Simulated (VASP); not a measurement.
# Rh (P6/mmm) in VASP: a series of runs

Runs on Rh. Level: PBEsol. Tasks: relaxation of cell and atoms.

All numbers are computed with VASP 6.6.1; they aren't measurements. Logs are shortened: lines on timing, memory, paths and dates and some standing lists are left out, and cuts for length are marked.

## (1) The cell of the first run

Symmetry: P6/mmm, No. 191, hexagonal system. The conventional cell has a = 2.164 Å, b = 2.164 Å, c = 2.035 Å, α = 90.00°, β = 90.00°, γ = 120.00°. Within 2.7 Å of Rh (site symmetry 6/mmm) lie 8 Rh at 2.03 to 2.16 Å.

## (2) Relaxation of cell and atoms, PBEsol, target pressure 510 GPa, at which the enthalpy is minimised

INCAR reads:

```
SYSTEM = Rh
  ALGO = Normal
  EDIFF = 1E-6
  EDIFFG = -0.005
  ENCUT = 600
  GGA = PS
  IBRION = 2
  ISIF = 3
  ISMEAR = -1
  LASPH = .TRUE.
  LCHARG = .FALSE.
  LREAL = .FALSE.
  LWAVE = .FALSE.
  NELM = 100
  NSW = 60
  PREC = Accurate
  PSTRESS = 5100.0
  SIGMA = 0.1
```

KPOINTS reads:

```
k-points
0
G
  20 20 19
  0 0 0
```

POSCAR reads:

```
Rh
1.0
    2.1644677064      0.0000000000      0.0000000000
   -1.0822338532      1.8744840194      0.0000000000
    0.0000000000      0.0000000000      2.0345996440
Rh
1
Direct
    0.0000000000      0.0000000000      0.0000000000
```

Potentials or basis: VASP PAW PBE potentials, release 64 (Rh_pv).

Launch:

```console
$ cat potpaw_PBE.64/Rh_pv/POTCAR > POTCAR
$ mpirun -np 1 vasp_std > vasp.out
```

OUTCAR:

```text
SYSTEM = Rh
   EDIFF = 1E-6
   EDIFFG = -0.005
   ENCUT = 600
   GGA = PS
   IBRION = 2
   ISIF = 3
   ISMEAR = -1
   LASPH = .TRUE.
   LREAL = .FALSE.
   NELM = 100
   NSW = 60
   PREC = Accurate
   PSTRESS = 5100.0

 ion  position               nearest neighbor table
   1  0.000  0.000  0.000-

  LATTYP: Found a hexagonal cell.
 ALAT       =     2.1644677064
 C/A-ratio  =     0.9400000000

  Lattice vectors:

 A1 = (   2.1644677064,   0.0000000000,   0.0000000000)
 A2 = (  -1.0822338532,   1.8744840194,   0.0000000000)
 A3 = (   0.0000000000,   0.0000000000,   2.0345996440)

Analysis of symmetry for initial positions (statically):
=====================================================================
 Subroutine PRICEL returns:
 Original cell was already a primitive cell.

 Routine SETGRP: Setting up the symmetry group for a
 hexagonal supercell.

 Subroutine GETGRP returns: Found 24 space group operations
 (whereof 24 operations were pure point group operations)
 out of a pool of 24 trial point group operations.

The static configuration has the point symmetry D_6h.

Analysis of symmetry for dynamics (positions and initial velocities):
=====================================================================
 Subroutine PRICEL returns:
 Original cell was already a primitive cell.

 Routine SETGRP: Setting up the symmetry group for a
 hexagonal supercell.

 Subroutine GETGRP returns: Found 24 space group operations
 (whereof 24 operations were pure point group operations)
 out of a pool of 24 trial point group operations.

The dynamic configuration has the point symmetry D_6h.

 Subroutine INISYM returns: Found 24 space group operations
 (whereof 24 operations are pure point group operations),
 and found     1 'primitive' translations

----------------------------------------------------------------------------------------

                                     Primitive cell

  volume of cell :       8.2549

  direct lattice vectors                    reciprocal lattice vectors
     2.164467706  0.000000000  0.000000000     0.462007355  0.266740071  0.000000000
    -1.082233853  1.874484019  0.000000000     0.000000000  0.533480142  0.000000000
     0.000000000  0.000000000  2.034599644     0.000000000  0.000000000  0.491497186

  length of vectors
     2.164467706  2.164467706  2.034599644     0.533480142  0.533480142  0.491497186

  position of ions in fractional coordinates (direct lattice)
     0.000000000  0.000000000  0.000000000

  ion indices of the primitive-cell ions
   primitive index   ion index
                 1           1

----------------------------------------------------------------------------------------

 KPOINTS: k-points

Automatic generation of k-mesh.
 Grid dimensions read from file:
 generate k-points for:   20   20   19

 Generating k-lattice:

  Cartesian coordinates                     Fractional coordinates (reciprocal lattice)
     0.023100368  0.013337004  0.000000000     0.050000000  0.000000000  0.000000000
     0.000000000  0.026674007  0.000000000     0.000000000  0.050000000  0.000000000
     0.000000000  0.000000000  0.025868273     0.000000000  0.000000000  0.052631579

  Length of vectors
     0.026674007  0.026674007  0.025868273

  Shift w.r.t. Gamma in fractional coordinates (k-lattice)
     0.000000000  0.000000000  0.000000000

 Subroutine IBZKPT returns following result:
 ===========================================

 Found    440 irreducible k-points:

 Following reciprocal coordinates:
            Coordinates               Weight
  0.000000  0.000000  0.000000      1.000000
  0.050000 -0.000000  0.000000      6.000000
  0.100000 -0.000000  0.000000      6.000000
  0.150000  0.000000  0.000000      6.000000
  0.200000 -0.000000  0.000000      6.000000
  0.250000 -0.000000  0.000000      6.000000
[... 16 lines left out ...]
  0.200000  0.100000  0.000000     12.000000
  0.250000  0.100000  0.000000     12.000000
 [... further k-points ...]
   k-points           NKPTS =    440   k-points in BZ     NKDIM =    440   number of bands    NBANDS=     11
   number of dos      NEDOS =    301   number of ions     NIONS =      1
   total plane-waves  NPLWV =   5184
   dimension x,y,z NGX =    18 NGY =   18 NGZ =   16
   dimension x,y,z NGXF=    36 NGYF=   36 NGZF=   32
   ions per type =               1
   NGX,Y,Z   is equivalent  to a cutoff of  13.83, 13.83, 13.07 a.u.
   NGXF,Y,Z  is equivalent  to a cutoff of  27.65, 27.65, 26.15 a.u.
 SYSTEM =  Rh
   PREC   = accura    normal or accurate (medium, high low for compatibility)
   ISTART =      0    job   : 0-new  1-cont  2-samecut
   ICHARG =      2    charge: 1-file 2-atom 10-const
   ISPIN  =      1    spin polarized calculation?
   LNONCOLLINEAR =      F non collinear calculations
   LSORBIT =      F    spin-orbit coupling
   LASPH  =      T    aspherical Exc in radial PAW
   ENCUT  =  600.0 eV  44.10 Ry    6.64 a.u.   4.32  4.32  4.06*2*pi/ulx,y,z
   NELM   =    100;   NELMIN=  2; NELMDL= -5     # of ELM steps
   EDIFF  = 0.1E-05   stopping-criterion for ELM
   LREAL  =      F    real-space projection
   EDIFFG = -.5E-02   stopping-criterion for IOM
   NSW    =     60    number of steps for IOM
   IBRION =      2    ionic relax: 0-MD 1-quasi-New 2-CG
   NFREE  =      1    steps in history (QN), initial steepest desc. (CG)
   ISIF   =      3    stress and relaxation
   ISYM   =      2    0-nonsym 1-usesym 2-fastsym
   POTIM  = 0.5000    time-step for ionic-motion
   TEBEG  =    0.0;   TEEND  =   0.0 temperature during run
   PSTRESS= 5100.0 pullay stress
   NELECT =      15.0000    total number of electrons
   NUPDOWN=      -1.0000    fix difference up-down
   EMIN   =  10.00;   EMAX   =-10.00  energy-range for DOS
   EFERMI =   0.00;   METHOD = LEGACY
   ISMEAR =    -1;   SIGMA  =   0.10  broadening in eV -4-tet -1-fermi 0-gaus
   EFERMI_NEDOS =   21; number of points for ismear=-14 and -15
   IALGO  =     38    algorithm
   IMIX   =      4    mixing-type and parameters
     AMIX     =   0.40;   BMIX     =  1.00
     AMIX_MAG =   1.60;   BMIX_MAG =  1.00
  volume/ion in A,a.u.               =       8.25        55.71
  Fermi-wavevector in a.u.,A,eV,Ry     =   1.997720  3.775144 54.299296  3.990886
  Thomas-Fermi vector in A             =   3.013847
   LORBIT       =      0    0 simple, 1 ext, 2 COOP (PROOUT), +10 PAW based schemes
   GGA     = PS    functional components
   LHFCALC =     F    Hartree Fock is set to
   AEXX    =    0.0000 exact exchange contribution
   IVDW    =     0    specifies the selected vdW correction
   LEPSILON=     F    determine dielectric tensor
   LRPA    =     F    only Hartree local field effects (RPA)
 conjugate gradient relaxation of ions
 non-spin polarized calculation
  energy-cutoff  :      600.00
  volume of cell :        8.25
 maximum number of plane-waves:       290
 NGX is ok and might be reduce to    18
   NGX =  9   NGY =  9   NGZ =  9

--------------------------------------- Ionic step        1  -------------------------------------------

 number of electron      15.0000004 magnetization

 Free energy of the ion-electron system (eV)
  ---------------------------------------------------
  ext. energy  EPLUGINS =         0.00000000
  ---------------------------------------------------
  free energy    TOTEN  =        -0.99518621 eV

  energy without entropy =       -0.97264227  energy(sigma->0) =       -0.98391424

------------------------ aborting loop because EDIFF is reached ----------------------------------------

  FORCE on cell =-STRESS in cart. coord.  units (eV):
  Direction    XX          YY          ZZ          XY          YZ          ZX
  --------------------------------------------------------------------------------------
  -------------------------------------------------------------------------------------
  Total       28.7383253     28.7383253     30.4924382      0.0000000      0.0000000      0.0000000
  in kB     5577.7651074   5577.7651073   5918.2174404      0.0000000      0.0000000      0.0000000
  external PRESSURE =     591.2492184 kB  Pullay stress =    5100.0000000 kB
[... 90 lines left out ...]
  FREE ENERGIE OF THE ION-ELECTRON SYSTEM (eV)
  ---------------------------------------------------
  free  energy   TOTEN  =        -1.9910619271 eV

  energy  without entropy=       -1.9677731366  energy(sigma->0) =       -1.97941753

  enthalpy is  TOTEN    =        25.2409309180 eV   P V=       27.2319928451

[... ionic steps 4 to 12 ...]

--------------------------------------- Ionic step       13  -------------------------------------------

 number of electron      15.0000008 magnetization

------------------------ aborting loop because EDIFF is reached ----------------------------------------

  FORCE on cell =-STRESS in cart. coord.  units (eV):
  Direction    XX          YY          ZZ          XY          YZ          ZX
  --------------------------------------------------------------------------------------
  -------------------------------------------------------------------------------------
  Total       27.0469997     27.0469997     26.9386232      0.0000000      0.0000000      0.0000000
  in kB     5112.8107430   5112.8107427   5092.3238665      0.0000000      0.0000000      0.0000000
  external PRESSURE =       5.9817840 kB  Pullay stress =    5100.0000000 kB
[... 59 lines left out ...]
  enthalpy is  TOTEN    =        25.2360262774 eV   P V=       26.9861834432

--------------------------------------- Ionic step       15  -------------------------------------------

 number of electron      15.0000008 magnetization

 Free energy of the ion-electron system (eV)
  ---------------------------------------------------
  ext. energy  EPLUGINS =         0.00000000
  ---------------------------------------------------
  free energy    TOTEN  =        -1.75047075 eV

  energy without entropy =       -1.72749626  energy(sigma->0) =       -1.73898350

 E-fermi :  23.0989     XC(G=0): -17.4487

 val. band max:       23.0941072496   @ k =   0.1500   0.1000   0.1579
 cond. band min:      23.1079428192   @ k =   0.3500  -0.0000   0.1053
 fundamental gap:      0.0138355695
 Fermi energy:        23.0989322197

 k-point     1 :       0.0000    0.0000    0.0000
  band No.  band energies     occupation
      1     -23.9226      2.00000
      2     -23.9226      2.00000
      3     -23.8575      2.00000
      4      11.1652      2.00000
      5      11.6929      2.00000
      6      16.7211      2.00000
      7      16.7211      2.00000
      8      25.4444      0.00000
      9      25.4444      0.00000
     10      37.6301      0.00000
     11      42.6257      0.00000
[... 309 lines left out ...]
 k-point    24 :       0.2500    0.1000    0.0000
  band No.  band energies     occupation
      1     -26.7240      2.00000
      2     -24.7547      2.00000
      3     -23.5033      2.00000
      4      12.5704      2.00000
      5      13.3984      2.00000
      6      17.6779      2.00000
      7      21.2511      2.00000
      8      23.3497      0.15059
      9      24.2787      0.00002
     10      40.4285      0.00000
     11      42.6249      0.00000

 [... further k-points ...]
[... 5 lines left out ...]
  --------------------------------------------------------------------------------------
  -------------------------------------------------------------------------------------
  Total       26.9900563     26.9900563     26.9890386      0.0000000      0.0000000      0.0000000
  in kB     5100.6726318   5100.6726317   5100.4802962      0.0000000      0.0000000      0.0000000
  external PRESSURE =       0.6085199 kB  Pullay stress =    5100.0000000 kB
[... 16 lines left out ...]
  FREE ENERGIE OF THE ION-ELECTRON SYSTEM (eV)
  ---------------------------------------------------
  free  energy   TOTEN  =        -1.7504707511 eV

  energy  without entropy=       -1.7274962560  energy(sigma->0) =       -1.73898350

  enthalpy is  TOTEN    =        25.2360263492 eV   P V=       26.9864971003

 reached required accuracy - stopping structural energy minimisation
```

Wall time 3.4 min (1 thread of Intel Xeon 6975P-C, shared host); peak memory 0.19 GiB.

What came out:

- Free energy: -1.7505 eV
- Relaxed volume: 8.48 Å³/atom
- Relaxed cell: a = 2.177 Å, b = 2.177 Å, c = 2.065 Å, α = 90.00°, β = 90.00°, γ = 120.00°
- Space group after relaxing (to 0.05 Å): P6/mmm (No. 191)
- Energy change on relaxing (the enthalpy is what falls): -755.3 meV/atom
- Ionic steps: 15
- Pressure after relaxing: 510.1 GPa

Step by step:
| step | energy change (eV) | largest force (eV/Å) | pressure (GPa) | volume (Å³) |
| --- | --- | --- | --- | --- |
| 1 | 0.0000 | 0.0000 | 569.12 | 8.25 |
| 2 | -6.1632 | 0.0000 | 65.99 | 12.43 |
| 3 | -0.9959 | 0.0000 | 491.15 | 8.55 |
| 4 | -0.7825 | 0.0000 | 507.72 | 8.49 |
| 5 | -0.7676 | 0.0000 | 508.96 | 8.48 |
| 6 | -0.5507 | 0.0000 | 525.16 | 8.43 |
| 7 | -0.7459 | 0.0000 | 510.78 | 8.47 |
| 8 | -0.7464 | 0.0000 | 510.76 | 8.48 |
| 9 | -0.7573 | 0.0000 | 509.87 | 8.48 |
| 10 | -0.7468 | 0.0000 | 510.68 | 8.48 |
| 11 | -0.8456 | 0.0000 | 503.01 | 8.51 |
| 12 | -0.7566 | 0.0000 | 509.91 | 8.48 |
| 13 | -0.7480 | 0.0000 | 510.60 | 8.48 |
| 14 | -0.7550 | 0.0000 | 510.10 | 8.48 |
| 15 | -0.7553 | 0.0000 | 510.06 | 8.48 |

Final structure:
```cif
data_structure
_symmetry_space_group_name_H-M 'P 1'
_symmetry_Int_Tables_number 1
_cell_length_a 2.1772
_cell_length_b 2.1772
_cell_length_c 2.0651
_cell_angle_alpha 90.000
_cell_angle_beta 90.000
_cell_angle_gamma 120.000
_cell_volume 8.48
loop_
_atom_site_label
_atom_site_type_symbol
_atom_site_fract_x
_atom_site_fract_y
_atom_site_fract_z
_atom_site_occupancy
Rh1 Rh 0.00000 0.00000 0.00000 1
```

Caveat: the cell is relaxed towards a set pressure, so the enthalpy falls and the energy may rise; the PAW data sets were made with another functional, which shifts forces and pressure a little.

## (3) Relaxation of cell and atoms, PBEsol, target pressure 510 GPa, at which the enthalpy is minimised

This run uses another cell than the first one, of 8.44 Å³/atom, 1.023 times its volume.

INCAR reads:

```
SYSTEM = Rh
PREC = Accurate
ENCUT = 600
EDIFF = 1E-6
ISMEAR = -1
SIGMA = 0.1
LREAL = .False.
LASPH = .True.
NELM = 60
ALGO = Normal
ISIF = 3
LWAVE = .False.
LCHARG = .False.
GGA = PS
IBRION = 2
NSW = 32
EDIFFG = -0.005
PSTRESS = 5100.0
```

KPOINTS reads:

```
Automatic mesh
0
Gamma
  20 20 19
  0 0 0
```

POSCAR reads:

```
Rh
1.0
    2.1747758500      0.0000000000      0.0000000000
   -1.0873879250      1.8834111336      0.0000000000
    0.0000000000      0.0000000000      2.0607567947
Rh
1
Direct
    0.0000000000      0.0000000000      0.0000000000
```

Potentials or basis: VASP PAW PBE potentials, release 64 (Rh_pv).

Launch:

```console
$ cat potpaw_PBE.64/Rh_pv/POTCAR > POTCAR
$ mpirun -np 1 vasp_std > vasp.out
```

Run time: 1.7 min. Hardware: 1 thread of Intel Xeon 6975P-C, shared host; peak memory 0.17 GiB.

The run converged. Its results:

* Free energy: -1.7518 eV
* Relaxed volume: 8.48 Å³/atom
* Relaxed cell: a = 2.177 Å, b = 2.177 Å, c = 2.065 Å, α = 90.00°, β = 90.00°, γ = 120.00°
* Space group after relaxing (to 0.05 Å): P6/mmm (No. 191)
* Energy change on relaxing (the enthalpy is what falls): -119.9 meV/atom
* Ionic steps: 6
* Pressure after relaxing: 510.0 GPa

Stress tensor (GPa, compression positive):
```
509.97   0.00   0.00
  0.00 509.97   0.00
  0.00   0.00 510.05
```

Step by step:
```csv
step,energy change (eV),largest force (eV/Å),pressure (GPa),volume (Å³)
1,0.0000,0.0000,519.35,8.44
2,-1.7202,0.0000,384.31,9.06
3,-0.1259,0.0000,509.53,8.48
4,-0.1216,0.0000,509.87,8.48
5,-0.1084,0.0000,510.93,8.47
6,-0.1199,0.0000,510.00,8.48
```

Final structure:
```yaml
crystal:
  lattice:
    - [2.17723, 0.00000, 0.00000]
    - [-1.08861, 1.88553, 0.00000]
    - [0.00000, 0.00000, 2.06520]
  atoms:
    - { symbol: Rh, position: [0.00000, 0.00000, 0.00000] }
```

Levels at points of the mesh, in eV from the Fermi level:
```tsv
k point	band 6	band 7	band 8	band 9	band 10	band 11
(0.00, 0.00, 0.00)	-6.38	-6.38	2.35	2.35	14.53	19.53
(0.50, 0.00, 0.00)	-3.45	0.60	1.09	2.96	14.78	18.67
```

Caveat: the cell is relaxed towards a set pressure, so the enthalpy falls and the energy may rise; the PAW data sets were made with another functional, which shifts forces and pressure a little.
